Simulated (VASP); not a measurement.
# H10CO6 in VASP: notebook

The runs below take H10CO6 through single point, with r2SCAN.

Everything below comes from runs of VASP 6.6.1. Logs are shortened: lines on timing, memory, paths and dates and some standing lists are left out, and cuts for length are marked.

### 1 The cell of the first run

The cell holds an amorphous packing of atoms, 17 atoms: a = 5.270 Å, b = 5.270 Å, c = 5.270 Å, α = 90.00°, β = 90.00°, γ = 90.00°.

### 2 Single point, r2SCAN

The input, POSCAR:

```
H10CO6
1.0
    5.2704420000      0.0000000000      0.0000000000
    0.0000000000      5.2704420000      0.0000000000
    0.0000000000      0.0000000000      5.2704420000
O H C
6 10 1
Direct
    0.1129886260      0.5352492258      0.1316018656
    0.4153921056      1.0104275884      0.9317814331
    0.9663895362      0.0798604747      0.6809675545
    0.6873427314      0.2023739185      0.2782499077
    0.5678461123      0.7305459390      0.3583190935
    0.4381036733      0.5194820472      0.7101112203
    0.1487920747      0.4267194288     -0.0034532208
    0.0669203835      0.3944830434      0.2616099371
    0.2561265260      1.0350744776      0.8326436379
    0.3757749350      0.8375957842      0.9792347587
    0.8558864702      0.1397605742      0.5474683148
    0.8548808620      0.1161951882      0.8334784824
    0.5663661606      0.1229688136      0.1702893230
    0.6653901134      0.3616015507      0.1782962416
    0.3906693215      0.7330314991      0.2969769898
    0.8116017594      0.5555890758      0.5738038669
    0.6055848826      0.5839358445      0.5644877602
```

The input, INCAR.step1:

```
SYSTEM = H10CO6
PREC     = Accurate       ! precision mode
ENCUT    = 520            ! plane-wave cutoff, eV
ISMEAR   = -1             ! smearing method
SIGMA    = 0.05           ! smearing width, eV
LREAL    = Auto         
LASPH    = .True.         ! aspherical terms in the spheres
NELM     = 80             ! most SCF steps
NBANDS   = 39             ! bands
GGA      = PE             ! functional
ALGO     = Normal         ! electronic algorithm
EDIFF    = 1E-4           ! SCF threshold, eV
LWAVE    = .True.         ! write WAVECAR
LCHARG   = .False.        ! write CHGCAR
```

The input, INCAR.step2:

```
SYSTEM = H10CO6
PREC     = Accurate       ! precision mode
ENCUT    = 520            ! plane-wave cutoff, eV
EDIFF    = 1E-6           ! SCF threshold, eV
ISMEAR   = -1             ! smearing method
SIGMA    = 0.05           ! smearing width, eV
LREAL    = Auto         
LASPH    = .True.         ! aspherical terms in the spheres
NELM     = 80             ! most SCF steps
ALGO     = Normal         ! electronic algorithm
ISIF     = 2              ! what is computed and relaxed
LWAVE    = .False.        ! write WAVECAR
LCHARG   = .False.        ! write CHGCAR
METAGGA  = R2SCAN         ! meta-GGA
LMIXTAU  = .True.       
NBANDS   = 39             ! bands
ISTART   = 1
```

The input, KPOINTS:

```
Automatic mesh
0
Gamma
  1 1 1
  0 0 0
```

Potentials or basis: VASP PAW PBE potentials, release 64 (O, H, C).

On the command line:

```console
$ cat potpaw_PBE.64/O/POTCAR potpaw_PBE.64/H/POTCAR potpaw_PBE.64/C/POTCAR > POTCAR
$ cp INCAR.step1 INCAR
$ mpirun -np 1 vasp_gam > vasp.out
$ cp INCAR.step2 INCAR
$ mpirun -np 1 vasp_gam > vasp.out
```

OUTCAR:

```text
SYSTEM = H10CO6
   PREC = Accurate
   ENCUT = 520
   EDIFF = 1E-6
   ISMEAR = -1
   LREAL = Auto
   LASPH = .True.
   NELM = 80
   ISIF = 2
   METAGGA = R2SCAN
   ISTART = 1

 ion  position               nearest neighbor table
   1  0.113  0.535  0.132-   7 0.93   8 1.04
   2  0.415  0.010  0.932-  10 0.97   9 1.00
   3  0.966  0.080  0.681-  11 0.97  12 1.01
   4  0.687  0.202  0.278-  13 0.95  14 1.00
   5  0.568  0.731  0.358-  15 0.99  17 1.35
   6  0.438  0.519  0.710-  17 1.22
   7  0.149  0.427  0.997-   1 0.93
   8  0.067  0.394  0.262-   1 1.04
   9  0.256  0.035  0.833-   2 1.00
  10  0.376  0.838  0.979-   2 0.97
  11  0.856  0.140  0.547-   3 0.97
  12  0.855  0.116  0.833-   3 1.01
  13  0.566  0.123  0.170-   4 0.95
  14  0.665  0.362  0.178-   4 1.00
  15  0.391  0.733  0.297-   5 0.99
  16  0.812  0.556  0.574-  17 1.10
  17  0.606  0.584  0.564-  16 1.10   6 1.22   5 1.35

  LATTYP: Found a simple cubic cell.
 ALAT       =     5.2704420000

  Lattice vectors:

 A1 = (   5.2704420000,   0.0000000000,   0.0000000000)
 A2 = (   0.0000000000,   5.2704420000,   0.0000000000)
 A3 = (   0.0000000000,   0.0000000000,   5.2704420000)

Analysis of symmetry for initial positions (statically):
=====================================================================
 Subroutine PRICEL returns:
 Original cell was already a primitive cell.

 Routine SETGRP: Setting up the symmetry group for a
 simple cubic supercell.

 Subroutine GETGRP returns: Found  1 space group operations
 (whereof  1 operations were pure point group operations)
 out of a pool of 48 trial point group operations.

The static configuration has the point symmetry C_1 .

Analysis of symmetry for dynamics (positions and initial velocities):
=====================================================================
 Subroutine PRICEL returns:
 Original cell was already a primitive cell.

 Routine SETGRP: Setting up the symmetry group for a
 simple cubic supercell.

 Subroutine GETGRP returns: Found  1 space group operations
 (whereof  1 operations were pure point group operations)
 out of a pool of 48 trial point group operations.

The dynamic configuration has the point symmetry C_1 .

 Subroutine INISYM returns: Found  1 space group operations
 (whereof  1 operations are pure point group operations),
 and found     1 'primitive' translations

----------------------------------------------------------------------------------------

                                     Primitive cell

  volume of cell :     146.4000

  direct lattice vectors                    reciprocal lattice vectors
     5.270442000  0.000000000  0.000000000     0.189737407  0.000000000  0.000000000
     0.000000000  5.270442000  0.000000000     0.000000000  0.189737407  0.000000000
     0.000000000  0.000000000  5.270442000     0.000000000  0.000000000  0.189737407

  length of vectors
     5.270442000  5.270442000  5.270442000     0.189737407  0.189737407  0.189737407

  position of ions in fractional coordinates (direct lattice)
     0.112988626  0.535249226  0.131601866
     0.415392106  0.010427588  0.931781433
     0.966389536  0.079860475  0.680967555
     0.687342731  0.202373919  0.278249908
     0.567846112  0.730545939  0.358319094
     0.438103673  0.519482047  0.710111220
[... 9 lines left out ...]
     0.811601759  0.555589076  0.573803867
     0.605584883  0.583935844  0.564487760

  ion indices of the primitive-cell ions
   primitive index   ion index
                 1           1
                 2           2
                 3           3
                 4           4
                 5           5
                 6           6
[... 9 lines left out ...]
                16          16
                17          17

----------------------------------------------------------------------------------------

 KPOINTS: Automatic mesh

Automatic generation of k-mesh.
 Grid dimensions read from file:
 generate k-points for:    1    1    1

 Generating k-lattice:

  Cartesian coordinates                     Fractional coordinates (reciprocal lattice)
     0.189737407  0.000000000  0.000000000     1.000000000  0.000000000  0.000000000
     0.000000000  0.189737407  0.000000000     0.000000000  1.000000000  0.000000000
     0.000000000  0.000000000  0.189737407     0.000000000  0.000000000  1.000000000

  Length of vectors
     0.189737407  0.189737407  0.189737407

  Shift w.r.t. Gamma in fractional coordinates (k-lattice)
     0.000000000  0.000000000  0.000000000

 Subroutine IBZKPT returns following result:
 ===========================================

 Found      1 irreducible k-points:

 Following reciprocal coordinates:
            Coordinates               Weight
  0.000000  0.000000  0.000000      1.000000
   k-points           NKPTS =      1   k-points in BZ     NKDIM =      1   number of bands    NBANDS=     39
   number of dos      NEDOS =    301   number of ions     NIONS =     17
   total plane-waves  NPLWV =  64000
   dimension x,y,z NGX =    40 NGY =   40 NGZ =   40
   dimension x,y,z NGXF=    80 NGYF=   80 NGZF=   80
   ions per type =               6  10   1
   NGX,Y,Z   is equivalent  to a cutoff of  12.62, 12.62, 12.62 a.u.
   NGXF,Y,Z  is equivalent  to a cutoff of  25.23, 25.23, 25.23 a.u.
 SYSTEM =  H10CO6
   PREC   = accura    normal or accurate (medium, high low for compatibility)
   ISTART =      1    job   : 0-new  1-cont  2-samecut
   ICHARG =      0    charge: 1-file 2-atom 10-const
   ISPIN  =      1    spin polarized calculation?
   LNONCOLLINEAR =      F non collinear calculations
   LSORBIT =      F    spin-orbit coupling
   LASPH  =      T    aspherical Exc in radial PAW
   ENCUT  =  520.0 eV  38.22 Ry    6.18 a.u.   9.80  9.80  9.80*2*pi/ulx,y,z
   NELM   =     80;   NELMIN=  2; NELMDL=  0     # of ELM steps
   EDIFF  = 0.1E-05   stopping-criterion for ELM
   LREAL  =      T    real-space projection
   EDIFFG = 0.1E-04   stopping-criterion for IOM
   NSW    =      0    number of steps for IOM
   IBRION =     -1    ionic relax: 0-MD 1-quasi-New 2-CG
   NFREE  =      0    steps in history (QN), initial steepest desc. (CG)
   ISIF   =      2    stress and relaxation
   ISYM   =      2    0-nonsym 1-usesym 2-fastsym
   POTIM  = 0.5000    time-step for ionic-motion
   TEBEG  =    0.0;   TEEND  =   0.0 temperature during run
   PSTRESS=    0.0 pullay stress
   NELECT =      50.0000    total number of electrons
   NUPDOWN=      -1.0000    fix difference up-down
   EMIN   =  10.00;   EMAX   =-10.00  energy-range for DOS
   EFERMI =   0.00;   METHOD = LEGACY
   ISMEAR =    -1;   SIGMA  =   0.05  broadening in eV -4-tet -1-fermi 0-gaus
   EFERMI_NEDOS =   21; number of points for ismear=-14 and -15
   IALGO  =     38    algorithm
   IMIX   =      4    mixing-type and parameters
     AMIX     =   0.40;   BMIX     =  1.00
     AMIX_MAG =   1.60;   BMIX_MAG =  1.00
  volume/ion in A,a.u.               =       8.61        58.12
  Fermi-wavevector in a.u.,A,eV,Ry     =   1.144330  2.162469 17.816696  1.309490
  Thomas-Fermi vector in A             =   2.281022
   LORBIT       =      0    0 simple, 1 ext, 2 COOP (PROOUT), +10 PAW based schemes
   METAGGA = R2SCAN    functional components
   LHFCALC =     F    Hartree Fock is set to
   AEXX    =    0.0000 exact exchange contribution
   IVDW    =     0    specifies the selected vdW correction
   LEPSILON=     F    determine dielectric tensor
   LRPA    =     F    only Hartree local field effects (RPA)
 non-spin polarized calculation
  energy-cutoff  :      520.00
  volume of cell :      146.40
 maximum number of plane-waves:      1956
 NGX is ok and might be reduce to    40
   NGX = 19   NGY = 19   NGZ = 19

 number of electron      50.0000003 magnetization

 Free energy of the ion-electron system (eV)
  ---------------------------------------------------
  ext. energy  EPLUGINS =         0.00000000
  ---------------------------------------------------
  free energy    TOTEN  =       -95.01879551 eV

  energy without entropy =      -95.01879551  energy(sigma->0) =      -95.01879551

 E-fermi :  -1.9859     XC(G=0):  -8.3179

 val. band max:       -3.1849379808   @ k =   0.0000   0.0000   0.0000
 cond. band min:       2.8931158716   @ k =   0.0000   0.0000   0.0000
 fundamental gap:      6.0780538524
 Fermi energy:        -1.9858785208

 k-point     1 :       0.0000    0.0000    0.0000
  band No.  band energies     occupation
      1     -25.1334      2.00000
      2     -23.2024      2.00000
      3     -22.9240      2.00000
      4     -22.7678      2.00000
      5     -22.4544      2.00000
      6     -22.2071      2.00000
[... 29 lines left out ...]
     36       9.6972      0.00000
     37      10.2659      0.00000
 [bands above 37 left out]

------------------------ aborting loop because EDIFF is reached ----------------------------------------

  FORCE on cell =-STRESS in cart. coord.  units (eV):
  Direction    XX          YY          ZZ          XY          YZ          ZX
  --------------------------------------------------------------------------------------
  -------------------------------------------------------------------------------------
  Total       -1.8340777      2.0000841      0.1219804      0.2843990      3.3802675      0.9102452
  in kB      -20.0718403     21.8885867      1.3349329      3.1124156     36.9930837      9.9615719
  external PRESSURE =       1.0505598 kB  Pullay stress =       0.0000000 kB

 VOLUME and BASIS-vectors are now :
 -----------------------------------------------------------------------------
  energy-cutoff  :      520.00
  volume of cell :      146.40
      direct lattice vectors                 reciprocal lattice vectors
     5.270442000  0.000000000  0.000000000     0.189737407  0.000000000  0.000000000
     0.000000000  5.270442000  0.000000000     0.000000000  0.189737407  0.000000000
     0.000000000  0.000000000  5.270442000     0.000000000  0.000000000  0.189737407

 POSITION                                       TOTAL-FORCE (eV/Angst)
 -----------------------------------------------------------------------------------
      0.59550      2.82100      0.69360        -1.009869     -1.154243      3.509017
      2.18930      0.05496      4.91090        -1.674532     -0.661499     -0.352334
      5.09330      0.42090      3.58900        -1.099359      0.563006      2.202009
      3.62260      1.06660      1.46650         0.773086      2.934023     -1.229150
      2.99280      3.85030      1.88850        -0.080906     -0.709039      0.234190
      2.30900      2.73790      3.74260         0.804986     -0.420170     -0.301210
[... 9 lines left out ...]
      4.27750      2.92820      3.02420         0.405647     -0.226460      0.779008
      3.19170      3.07760      2.97510        -1.414991      1.390428     -0.523372
 -----------------------------------------------------------------------------------
    total drift:                                0.009214     -0.004433     -0.012577

  FREE ENERGIE OF THE ION-ELECTRON SYSTEM (eV)
  ---------------------------------------------------
  free  energy   TOTEN  =       -95.0187955067 eV

  energy  without entropy=      -95.0187955066  energy(sigma->0) =      -95.01879551
```

Run time: 31 s. Hardware: 1 thread of Intel Xeon 6975P-C (Granite Rapids), shared host; peak memory 0.24 GiB.

What came out:

* Free energy: -95.0188 eV
* Pressure: 0.1 GPa
* Largest force: 3.830 eV/Å
* Band gap on the k mesh: 6.08 eV

Forces on the atoms (eV/Å):
```
O   -1.010 -1.154  3.509
O   -1.675 -0.661 -0.352
O   -1.099  0.563  2.202
O    0.773  2.934 -1.229
O   -0.081 -0.709  0.234
O    0.805 -0.420 -0.301
H    0.772 -0.802 -2.247
H    0.546  2.158 -1.283
H    0.753  0.742 -0.124
H    0.558 -0.253 -0.127
H   -0.114 -0.262 -0.786
H    1.025 -0.674 -1.239
H   -1.092 -1.954 -0.483
H    0.915 -0.287  1.124
H   -0.066 -0.384  0.847
H    0.406 -0.226  0.779
C   -1.415  1.390 -0.523
```

Stress tensor (GPa, compression positive):
```
-2.01  0.31  1.00
 0.31  2.19  3.70
 1.00  3.70  0.13
```

Caveat: the k points lie up to 1.19 Å⁻¹ apart; the PAW data sets were made with another functional, which shifts forces and pressure a little.

### 3 Single point, r2SCAN

The input, POSCAR:

```
H10CO6
1.0
    5.2704420000      0.0000000000      0.0000000000
    0.0000000000      5.2704420000      0.0000000000
    0.0000000000      0.0000000000      5.2704420000
O H C
6 10 1
Direct
    0.1009213269      0.5638426530      0.1269153517
    0.4102502219      1.0083025295      0.9402437215
    0.9729354768      0.0809040304      0.6795824715
    0.6869253091      0.2028482621      0.2608509875
    0.5450017285      0.7079671876      0.3614118133
    0.4559769370      0.5127084218      0.7125208853
    0.1954295294      0.4328289734      0.0476051155
    0.0225977252      0.4188263527      0.2330924048
    0.2947380884      1.0702138454      0.8032722872
    0.4246702648      0.8358502000      0.8843281076
    0.8767196376      0.1040709679      0.5201651019
    0.8384496025      0.0762554640      0.8201209690
    0.5661195019      0.0835224067      0.2123161587
    0.6344439423      0.3378274536      0.1398744166
    0.3562509558      0.6800947625      0.3716576333
    0.8287540210      0.5860419297      0.6369105286
    0.6231545665      0.5939729533      0.5772760615
```

The input, INCAR.step1:

```
  PREC = Accurate
  ENCUT = 520
  ISMEAR = -1
  SIGMA = 0.05
  LREAL = Auto
  LASPH = T
  NELM = 80
  NBANDS = 39
  GGA = PE
  ALGO = Normal
  EDIFF = 1E-4
  LWAVE = T
  LCHARG = F
```

The input, INCAR.step2:

```
  PREC = Accurate
  ENCUT = 520
  EDIFF = 1E-6
  ISMEAR = -1
  SIGMA = 0.05
  LREAL = Auto
  LASPH = T
  NELM = 80
  ALGO = Normal
  ISIF = 2
  LWAVE = F
  LCHARG = F
  METAGGA = R2SCAN
  LMIXTAU = T
  NBANDS = 39
  ISTART = 1
```

The input, KPOINTS:

```
regular mesh
0
Gamma
  1 1 1
```

Potentials or basis: VASP PAW PBE potentials, release 64 (O, H, C).

On the command line:

```console
$ cat potpaw_PBE.64/O/POTCAR potpaw_PBE.64/H/POTCAR potpaw_PBE.64/C/POTCAR > POTCAR
$ cp INCAR.step1 INCAR
$ mpirun -np 1 vasp_gam > vasp.out
$ cp INCAR.step2 INCAR
$ mpirun -np 1 vasp_gam > vasp.out
```

It took 36 s on 1 thread of Intel Xeon 6975P-C (Granite Rapids), shared host; peak memory 0.24 GiB.

The run converged. Its results:

```yaml
Free_energy: -94.9865 eV
Pressure: -0.5 GPa
Largest_force: 3.604 eV/Å
Band_gap_on_the_k_mesh: 5.78 eV
```

Forces in eV/Å, atoms in the order of the input:
```
O   -1.496 -2.330  2.307
O   -0.911  0.318 -1.573
O   -1.894  0.034  0.901
O    1.376  3.003 -0.388
O    0.659 -0.207  1.102
O   -0.148 -0.890  1.473
H    1.538 -0.076 -1.843
H   -0.190  2.244 -0.420
H    0.194  0.087  0.914
H   -0.009 -0.718  0.512
H    0.234  0.038  0.634
H    1.476  0.053 -1.642
H   -1.268 -2.048 -0.533
H    0.796 -0.523  0.881
H    0.509  0.201 -0.816
H   -0.284  0.225 -0.781
C   -0.582  0.589 -0.727
```

Stress tensor (GPa, compression positive):
```
-2.25  2.05 -2.07
 2.05  2.07  3.06
-2.07  3.06 -1.26
```

Levels at points of the mesh, in eV from the valence-band top:
```
           k point  band 21  band 22  band 23  band 24  band 25  band 26  band 27  band 28  band 29  band 30
(0.00, 0.00, 0.00)    -0.81    -0.53    -0.29    -0.13     0.00     5.78     6.09     9.29     9.68    10.21
```

Caveat: the k points lie up to 1.19 Å⁻¹ apart; the PAW data sets were made with another functional, which shifts forces and pressure a little.

[end of part 1 of 2]
